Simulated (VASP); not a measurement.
# Si7N8O2 in VASP: a series of runs

The runs below take Si7N8O2 through single point, with PBE.

All numbers are computed with VASP 6.6.1; they aren't measurements. Logs are shortened: lines on timing, memory, paths and dates and some standing lists are left out, and cuts for length are marked.

## 1. The cell of the first run

The cell holds an amorphous packing of atoms, 17 atoms: a = 5.840 Å, b = 6.038 Å, c = 5.822 Å, α = 88.10°, β = 87.88°, γ = 88.77°.

## 2. Single point, PBE

Input file INCAR:

```
  PREC = Accurate
  ENCUT = 520
  EDIFF = 1E-7
  ISMEAR = -1
  SIGMA = 0.1379
  LREAL = Auto
  LASPH = T
  NELM = 80
  ALGO = Normal
  ISIF = 2
  LWAVE = F
  LCHARG = F
  GGA = PE
  ISYM = 0
  NBANDS = 54
```

Input file KPOINTS:

```
Automatic mesh
0
Gamma
  1 1 1
  0.25 0.25 0.25
```

Input file POSCAR:

```
Si7N8O2
1.0
    5.8386290000      0.0627810000      0.1075870000
    0.0627810000      6.0367170000      0.0979630000
    0.1075870000      0.0979630000      5.8205090000
Si N O
7 8 2
Direct
    0.8958722598      0.5516714426      0.0754250877
    0.3897831631      0.3920288948      0.5637182370
    0.6577201284      0.9395896652      0.7315085059
    0.5300491137      0.9619299280      0.2856102558
    0.1493921861      0.8826983177      0.9843825630
    1.0144232289      0.5971076971      0.5051734800
    1.0415707452      0.2440793648      0.2583332113
    0.9465545894      0.7661324537      0.8104544461
    0.6149987888      0.7454680927      0.5445918621
    1.0527056858      0.7143517941      0.2279581577
    0.5676895104      0.2036848468      0.7028174701
    0.2647040343      0.0872130745      0.3995280538
    0.3923752260      0.3933420724      0.9933190649
    0.4863542933      0.8863607245      1.0114057113
    0.5445439740      0.4274468226      0.1132313642
    1.0556795756      0.1235125726      0.0096049915
    0.7793775420      1.0788342546      0.3401469302
```

Potentials or basis: VASP PAW PBE potentials, release 64 (Si, N, O).

The run is started by

```sh
$ cat potpaw_PBE.64/Si/POTCAR potpaw_PBE.64/N/POTCAR potpaw_PBE.64/O/POTCAR > POTCAR
$ mpirun -np 1 vasp_std > vasp.out
```

OUTCAR:

```text
PREC = Accurate
   ENCUT = 520
   EDIFF = 1E-7
   ISMEAR = -1
   LREAL = Auto
   LASPH = T
   NELM = 80
   ISIF = 2
   GGA = PE
   ISYM = 0

 ion  position               nearest neighbor table
   1  0.896  0.552  0.075-  10 1.66   8 2.00  15 2.20   7 2.27   5 2.54   6 2.65
   2  0.390  0.392  0.564-  11 1.73  12 2.25   6 2.52   7 2.92
   3  0.658  0.940  0.732-   9 1.65  11 1.67  14 1.90   8 2.03  17 2.49   4 2.73
   4  0.530  0.962  0.286-  17 1.68  14 1.70  12 1.82   9 2.03   3 2.73   5 2.94
   5  0.149  0.883  0.984-  16 1.55   8 1.76  10 1.80  14 1.98   1 2.54   7 2.79   4 2.94
   6  0.014  0.597  0.505-  10 1.75   8 2.10   2 2.52   7 2.61   1 2.65
   7  0.042  0.244  0.258-  16 1.64  12 1.80  17 1.88   1 2.27   6 2.61   5 2.79   2 2.92
   8  0.947  0.766  0.810-   5 1.76   1 2.00   3 2.03   6 2.10
   9  0.615  0.745  0.545-   3 1.65   4 2.03
  10  0.053  0.714  0.228-   1 1.66   6 1.75   5 1.80
  11  0.568  0.204  0.703-   3 1.67   2 1.73
  12  0.265  0.087  0.400-   7 1.80   4 1.82   2 2.25
  13  0.392  0.393  0.993-  15 1.18
  14  0.486  0.886  0.011-   4 1.70   3 1.90   5 1.98
  15  0.545  0.427  0.113-  13 1.18   1 2.20
  16  0.056  0.124  0.010-   5 1.55   7 1.64
  17  0.779  0.079  0.340-   4 1.68   7 1.88   3 2.49

IMPORTANT INFORMATION: All symmetrisations will be switched off!
NOSYMM: (Re-)initialisation of all symmetry stuff for point group C_1.

----------------------------------------------------------------------------------------

                                     Primitive cell

  volume of cell :     205.0030

  direct lattice vectors                    reciprocal lattice vectors
     5.838629000  0.062781000  0.107587000     0.171349524 -0.001731086 -0.003138110
     0.062781000  6.036717000  0.097963000    -0.001731086  0.165715698 -0.002757107
     0.107587000  0.097963000  5.820509000    -0.003138110 -0.002757107  0.171910689

  length of vectors
     5.839957621  6.037838218  5.822327432     0.171387000  0.165747673  0.171961433

  position of ions in fractional coordinates (direct lattice)
     0.895872260  0.551671443  0.075425088
     0.389783163  0.392028895  0.563718237
     0.657720128  0.939589665  0.731508506
     0.530049114  0.961929928  0.285610256
     0.149392186  0.882698318  0.984382563
     0.014423229  0.597107697  0.505173480
[... 9 lines left out ...]
     0.055679576  0.123512573  0.009604991
     0.779377542  0.078834255  0.340146930

  ion indices of the primitive-cell ions
   primitive index   ion index
                 1           1
                 2           2
                 3           3
                 4           4
                 5           5
                 6           6
[... 9 lines left out ...]
                16          16
                17          17

[... 54 lines left out ...]
   ISYM   =      0    0-nonsym 1-usesym 2-fastsym
   POTIM  = 0.5000    time-step for ionic-motion
   TEBEG  =    0.0;   TEEND  =   0.0 temperature during run
   PSTRESS=    0.0 pullay stress
   NELECT =      80.0000    total number of electrons
   NUPDOWN=      -1.0000    fix difference up-down
   EMIN   =  10.00;   EMAX   =-10.00  energy-range for DOS
   EFERMI =   0.00;   METHOD = LEGACY
   ISMEAR =    -1;   SIGMA  =   0.14  broadening in eV -4-tet -1-fermi 0-gaus
   EFERMI_NEDOS =   21; number of points for ismear=-14 and -15
   IALGO  =     38    algorithm
   IMIX   =      4    mixing-type and parameters
     AMIX     =   0.40;   BMIX     =  1.00
     AMIX_MAG =   1.60;   BMIX_MAG =  1.00
  volume/ion in A,a.u.               =      12.06        81.38
  Fermi-wavevector in a.u.,A,eV,Ry     =   1.196331  2.260738 19.472770  1.431208
  Thomas-Fermi vector in A             =   2.332274
   LORBIT       =      0    0 simple, 1 ext, 2 COOP (PROOUT), +10 PAW based schemes
   GGA     = PE    functional components
   LHFCALC =     F    Hartree Fock is set to
   AEXX    =    0.0000 exact exchange contribution
   IVDW    =     0    specifies the selected vdW correction
   LEPSILON=     F    determine dielectric tensor
   LRPA    =     F    only Hartree local field effects (RPA)
 non-spin polarized calculation
  energy-cutoff  :      520.00
  volume of cell :      205.00
 maximum number of plane-waves:      5522
 NGX is ok and might be reduce to    48
   NGX = 21   NGY = 23   NGZ = 21

 number of electron      79.9999997 magnetization

 Free energy of the ion-electron system (eV)
  ---------------------------------------------------
  ext. energy  EPLUGINS =         0.00000000
  ---------------------------------------------------
  free energy    TOTEN  =      -117.89819010 eV

  energy without entropy =     -117.84812470  energy(sigma->0) =     -117.87315740

 E-fermi :   5.9461     XC(G=0): -10.2773

 val. band max:        5.3733459896   @ k =   0.2500   0.2500   0.2500
 cond. band min:       6.5082687552   @ k =   0.2500   0.2500   0.2500
 fundamental gap:      1.1349227656
 Fermi energy:         5.9460963553

 k-point     1 :       0.2500    0.2500    0.2500
  band No.  band energies     occupation
      1     -16.6443      2.00000
      2     -15.2285      2.00000
      3     -13.3697      2.00000
      4     -11.9882      2.00000
      5     -10.5494      2.00000
      6      -9.9010      2.00000
[... 44 lines left out ...]
     51      10.7213      0.00000
     52      11.2165      0.00000
 [bands above 52 left out]

------------------------ aborting loop because EDIFF is reached ----------------------------------------

  FORCE on cell =-STRESS in cart. coord.  units (eV):
  Direction    XX          YY          ZZ          XY          YZ          ZX
  --------------------------------------------------------------------------------------
  -------------------------------------------------------------------------------------
  Total      -17.3511564      3.1315652      1.1278474      7.6708010      7.2300575     -0.8566762
  in kB     -135.6059546     24.4743850      8.8145610     59.9502576     56.5056777     -6.6952540
  external PRESSURE =     -34.1056696 kB  Pullay stress =       0.0000000 kB

 VOLUME and BASIS-vectors are now :
 -----------------------------------------------------------------------------
  energy-cutoff  :      520.00
  volume of cell :      205.00
      direct lattice vectors                 reciprocal lattice vectors
     5.838629000  0.062781000  0.107587000     0.171349524 -0.001731086 -0.003138110
     0.062781000  6.036717000  0.097963000    -0.001731086  0.165715698 -0.002757107
     0.107587000  0.097963000  5.820509000    -0.003138110 -0.002757107  0.171910689

 POSITION                                       TOTAL-FORCE (eV/Angst)
 -----------------------------------------------------------------------------------
      5.27342      3.39392      0.58944        -1.556044     -0.264851     -2.402098
      2.36106      2.44626      3.36147         1.492499     -2.327378      0.779500
      3.97787      5.78499      4.42056        -0.501947      0.226467      3.040120
      3.18588      5.86816      1.81366         0.181730     -0.137203      2.859475
      1.03357      5.43441      5.83215         3.041603     -1.559737      1.451419
      0.17605      3.65496      3.00041        -1.165049      0.281265      1.418238
[... 9 lines left out ...]
      0.33388      0.75005      0.07400        -0.704362      1.995512     -2.119628
      4.59204      0.55815      2.07140         0.526050      1.067634     -0.792375
 -----------------------------------------------------------------------------------
    total drift:                                0.000214     -0.000100      0.004060

  FREE ENERGIE OF THE ION-ELECTRON SYSTEM (eV)
  ---------------------------------------------------
  free  energy   TOTEN  =      -117.8981900983 eV

  energy  without entropy=     -117.8481246977  energy(sigma->0) =     -117.87315740
```

OSZICAR:

```text
N       E                     dE             d eps       ncg     rms          rms(c)
DAV:   1     0.388238104103E+03    0.38824E+03   -0.38906E+04   108   0.135E+03
DAV:   2    -0.959860784894E+02   -0.48422E+03   -0.45231E+03   130   0.279E+02
DAV:   3    -0.134583883555E+03   -0.38598E+02   -0.37984E+02   128   0.816E+01
[... 11 lines left out ...]
DAV:  15    -0.117898188295E+03   -0.75421E-05   -0.38084E-05   128   0.279E-02    0.861E-03
DAV:  16    -0.117898189171E+03   -0.87673E-06   -0.48911E-06   152   0.138E-02    0.347E-03
DAV:  17    -0.117898189946E+03   -0.77449E-06   -0.18481E-06   128   0.652E-03    0.192E-03
DAV:  18    -0.117898190075E+03   -0.12904E-06   -0.24412E-07    88   0.285E-03    0.972E-04
DAV:  19    -0.117898190098E+03   -0.23301E-07   -0.10724E-07    80   0.168E-03
   1 F= -.11789819E+03 E0= -.11787316E+03  d E =-.500654E-01
```

stdout:

```text
POSCAR found type information on POSCAR SiN O
 POSCAR found :  3 types and      17 ions
 scaLAPACK will be used
 LDA part: xc-table for (Slater+PW92), standard interpolation
 POSCAR, INCAR and KPOINTS ok, starting setup
 FFT: planning ... GRIDC
 FFT: planning ... GRID_SOFT
 FFT: planning ... GRID
 WAVECAR not read
 entering main loop
```

Wall time 40 s (1 thread of Intel Xeon 6975P-C, shared host); peak memory 0.32 GiB.

Results:

| Item | Value |
| --- | --- |
| Free energy | -117.8982 eV |
| Pressure | -3.4 GPa |
| Largest force | 5.067 eV/Å |
| Band gap on the k mesh | 1.14 eV |

Forces in eV/Å, atoms in the order of the input:
```
Si  -1.556 -0.265 -2.402
Si   1.492 -2.327  0.779
Si  -0.502  0.226  3.040
Si   0.182 -0.137  2.859
Si   3.042 -1.560  1.451
Si  -1.165  0.281  1.418
Si  -1.548 -3.777  2.392
N    1.280 -0.885 -1.299
N   -1.874 -1.763 -4.365
N    1.243  2.130  0.311
N    0.489  1.784 -0.172
N    0.460  2.739 -0.236
N    2.292  0.962  1.260
N   -1.378 -0.649 -1.470
N   -2.279  0.178 -0.655
O   -0.704  1.996 -2.120
O    0.526  1.068 -0.792
```

Stress tensor (GPa, compression positive):
```
-13.56   6.00  -0.67
  6.00   2.45   5.65
 -0.67   5.65   0.88
```

Caveat: the k points lie up to 1.08 Å⁻¹ apart; the standard files for N, O and F lose accuracy on very short bonds.

## 3. Single point, PBE

Input file INCAR:

```
PREC = Accurate
ENCUT = 520
EDIFF = 1E-6
ISMEAR = -1
SIGMA = 0.1379
LREAL = Auto
LASPH = True
NELM = 60
ALGO = Normal
ISIF = 2
LWAVE = False
LCHARG = False
GGA = PE
ISYM = 0
NBANDS = 54
```

KPOINTS is that of step 2.

Input file POSCAR:

```
Si7N8O2
1.0
    5.8386290000      0.0627810000      0.1075870000
    0.0627810000      6.0367170000      0.0979630000
    0.1075870000      0.0979630000      5.8205090000
Si N O
7 8 2
Direct
    0.9216667418      0.5786128392      0.0692085504
    0.3400141711      0.3830254901      0.5647957196
    0.5683601201      1.0323724857      0.7749890145
    0.4281887394      1.0117807675      0.3336945925
    0.1470523592      0.9211968013      0.9871840892
    0.9824122753      0.6456684249      0.5217032728
    0.9689421891      0.2641675080      0.2609082428
    0.9887192515      0.7152619455      0.7971710818
    0.5072473288      0.8488727605      0.5543509441
    1.0503940576      0.7850380702      0.2355332790
    0.5793050381      0.3259997230      0.6942680439
    0.1913133275      0.1727969106      0.4307964251
    0.4614029793      0.5247735409      1.0398038466
    0.4592931323      0.9601281508      1.0476729777
    0.6107012105      0.5125423554      0.1594828394
    1.0403584688      0.1688016498     -0.0425112928
    0.7194854431      1.1666201147      0.2745577944
```

Potentials or basis: VASP PAW PBE potentials, release 64 (Si, N, O).

The run is started by

```sh
$ cat potpaw_PBE.64/Si/POTCAR potpaw_PBE.64/N/POTCAR potpaw_PBE.64/O/POTCAR > POTCAR
$ mpirun -np 1 vasp_std > vasp.out
```

Run time: 34 s. Hardware: 1 thread of Intel Xeon 6975P-C, shared host; peak memory 0.32 GiB.

The run converged. Its results:

```yaml
Free_energy: -119.0070 eV
Pressure: 2.4 GPa
Largest_force: 4.074 eV/Å
Band_gap_on_the_k_mesh: 1.04 eV
```

Forces in eV/Å, atoms in the order of the input:
```
Si   1.050  1.353 -0.112
Si  -2.191  2.268  0.018
Si   0.120  0.832 -1.640
Si   3.197  0.952  0.050
Si   0.468 -0.814 -0.897
Si   1.050 -1.970 -2.397
Si   0.076 -0.627 -0.591
N    0.678  2.504  3.142
N    0.648  0.951  2.290
N   -1.128 -0.872  0.490
N    0.566 -3.252  1.684
N    1.654 -0.520 -1.028
N   -1.899 -0.302 -0.374
N   -2.846 -0.816 -2.236
N    0.339  1.564 -0.020
O    0.180  0.102  0.639
O   -1.962 -1.354  0.983
```

Stress tensor (GPa, compression positive):
```
-0.31 -4.28  0.28
-4.28  9.48 -0.76
 0.28 -0.76 -1.98
```

Levels at points of the mesh, in eV from the valence-band top:
| k point | band 37 | band 38 | band 39 | band 40 | band 41 | band 42 | band 43 | band 44 |
| --- | --- | --- | --- | --- | --- | --- | --- | --- |
| (0.25, 0.25, 0.25) | -1.63 | -1.33 | -1.12 | 0.00 | 1.04 | 1.72 | 2.07 | 2.53 |

Caveat: the k points lie up to 1.08 Å⁻¹ apart; the standard files for N, O and F lose accuracy on very short bonds.

## 4. Single point, PBE

Input file INCAR:

```
SYSTEM = Si7N8O2
PREC = Accurate
ENCUT = 520
EDIFF = 1E-7
ISMEAR = -1
SIGMA = 0.05
LREAL = Auto
LASPH = .TRUE.
NELM = 60
ALGO = Normal
ISIF = 2
LWAVE = .FALSE.
LCHARG = .TRUE.
GGA = PE
LELF = .TRUE.
LVHAR = .TRUE.
ISYM = 0
NBANDS = 54
```

KPOINTS is that of step 3.

Input file POSCAR:

```
Si7N8O2
1.0
    5.8386290000      0.0627810000      0.1075870000
    0.0627810000      6.0367170000      0.0979630000
    0.1075870000      0.0979630000      5.8205090000
Si N O
7 8 2
Direct
    0.8858214426      0.5948359692      0.0614092706
    0.3219292722      0.3732294974      0.6089554907
    0.5434524506      0.0056862016      0.7753797037
    0.4821403311      0.0244140483      0.3331977143
    0.1405121598      0.9127960138      0.9862937215
    1.0089941975      0.6325621779      0.5281430976
    0.9853161596      0.2733723435      0.2450659239
    0.9825525358      0.7307346735      0.8097541228
    0.5133978969      0.8410799311      0.5543914368
    0.0325015985      0.7586243568      0.2422135474
    0.5325686123      0.2872490507      0.7618548072
    0.2589688521      0.1999853177      0.3808979861
    0.3953669546      0.4690099402      0.0620253374
    0.4247718502      0.9316976960      0.0402915225
    0.5391937456      0.5890564380      0.0913698487
    0.0255499452      0.1638514247      0.9506779873
    0.7274573558      0.1657346480      0.3248199053
```

The run is started by

```sh
$ cat potpaw_PBE.64/Si/POTCAR potpaw_PBE.64/N/POTCAR potpaw_PBE.64/O/POTCAR > POTCAR
$ mpirun -np 1 vasp_std > vasp.out
```

Run time: 40 s. Hardware: 1 thread of Intel Xeon 6975P-C, shared host; peak memory 0.32 GiB.

Results (log left out):

- Free energy: -121.2751 eV
- Pressure: 3.3 GPa
- Largest force: 3.223 eV/Å
- Band gap on the k mesh: 1.40 eV

Forces in eV/Å, atoms in the order of the input:
```
Si  -0.428 -0.918  0.489
Si  -2.066  1.502 -1.966
Si   0.888  0.875  0.199
Si   1.725 -0.188 -1.864
Si  -1.830 -0.329  1.228
Si   0.242 -1.949 -0.817
Si  -0.984 -0.706  0.179
N    0.591  1.788  0.012
N   -0.214 -0.264  0.449
N   -0.121  2.013 -0.162
N    1.751 -1.689  0.376
N   -2.509  0.808  0.340
N    0.182  0.431 -0.156
N    1.010  0.487  0.312
N    0.862 -0.808  0.908
O    0.242 -0.711  1.340
O    0.659 -0.341 -0.866
```

Stress tensor (GPa, compression positive):
```
-0.30 -2.16 -5.05
-2.16 13.90 -1.44
-5.05 -1.44 -3.60
```

Levels at points of the mesh, in eV from the valence-band top:
```tsv
k point	band 38	band 39	band 40	band 41	band 42	band 43
(0.25, 0.25, 0.25)	-1.73	-1.47	0.00	1.40	1.65	2.18
```

Caveat: the k points lie up to 1.08 Å⁻¹ apart; the standard files for N, O and F lose accuracy on very short bonds.

## 5. Single point, PBE

Input file INCAR:

```
ALGO = Normal
EDIFF = 1E-6
ENCUT = 520
GGA = PE
ISIF = 2
ISMEAR = -1
ISYM = 0
LASPH = T
LCHARG = F
LREAL = Auto
LWAVE = F
NBANDS = 54
NELM = 100
PREC = Accurate
SIGMA = 0.05
```

KPOINTS is that of step 4.

Input file POSCAR:

```
Si7N8O2
1.0
    5.8386290000      0.0627810000      0.1075870000
    0.0627810000      6.0367170000      0.0979630000
    0.1075870000      0.0979630000      5.8205090000
Si N O
7 8 2
Direct
    0.8784104464      0.5944833361      0.0951977025
    0.3484135597      0.3753816130      0.5867591170
    0.5910698744     -0.0030328298      0.7842182996
    0.4997272284      0.0022061817      0.3411342071
    0.1449046276      0.8995778512      1.0213431163
    0.9882852223      0.6196966170      0.5422594516
    0.9722515689      0.2496477483      0.2671852458
    0.9520699167      0.7714962629      0.8309616162
    0.5320450619      0.8206118832      0.5637431823
    0.0111881114      0.7876054706      0.2732589383
    0.5910397151      0.2848587631      0.7211620481
    0.2355399127      0.1967676845      0.4025166896
    0.3795217463      0.4667894667      0.0444181595
    0.4488767838      0.9431294001      0.0602246140
    0.5269614496      0.5248671275      0.1570442104
    0.0345325074      0.1643649854      1.0012873555
    0.7129559048      0.1606675899      0.2957151572
```

The run is started by

```sh
$ cat potpaw_PBE.64/Si/POTCAR potpaw_PBE.64/N/POTCAR potpaw_PBE.64/O/POTCAR > POTCAR
$ mpirun -np 1 vasp_std > vasp.out
```

Run time: 39 s. Hardware: 1 thread of Intel Xeon 6975P-C, shared host; peak memory 0.32 GiB.

The run converged. Its results:

```
Free energy            : -121.4201 eV
Pressure               : -3.3 GPa
Largest force          : 3.035 eV/Å
Band gap on the k mesh : 1.12 eV
```

Forces in eV/Å, atoms in the order of the input:
```
Si  -0.142  0.115 -0.224
Si  -0.222  0.896  1.213
Si  -0.143  0.635  0.025
Si  -2.040  0.844  0.058
Si  -0.184  2.547  0.084
Si   0.406  0.128  0.594
Si   0.789  0.973 -0.088
N    0.510 -0.669 -0.340
N    0.213  0.773  0.933
N   -0.077 -0.903 -0.084
N   -0.704 -1.791  0.500
N    0.585 -1.634  0.276
N    2.180  1.099  1.309
N   -1.216 -1.366 -2.422
N   -1.796 -0.496 -1.762
O    0.854 -1.492 -0.592
O    0.987  0.341  0.519
```

Stress tensor (GPa, compression positive):
```
-8.65  3.77 -5.76
 3.77  3.78  0.17
-5.76  0.17 -4.99
```

Levels at points of the mesh, in eV from the valence-band top:
```
           k point  band 36  band 37  band 38  band 39  band 40  band 41  band 42  band 43  band 44  band 45
(0.25, 0.25, 0.25)    -1.82    -1.60    -1.37    -1.04     0.00     1.12     1.57     2.40     3.02     3.33
```

Caveat: the k points lie up to 1.08 Å⁻¹ apart; the standard files for N, O and F lose accuracy on very short bonds.

(Continued in part 2 of 2.)
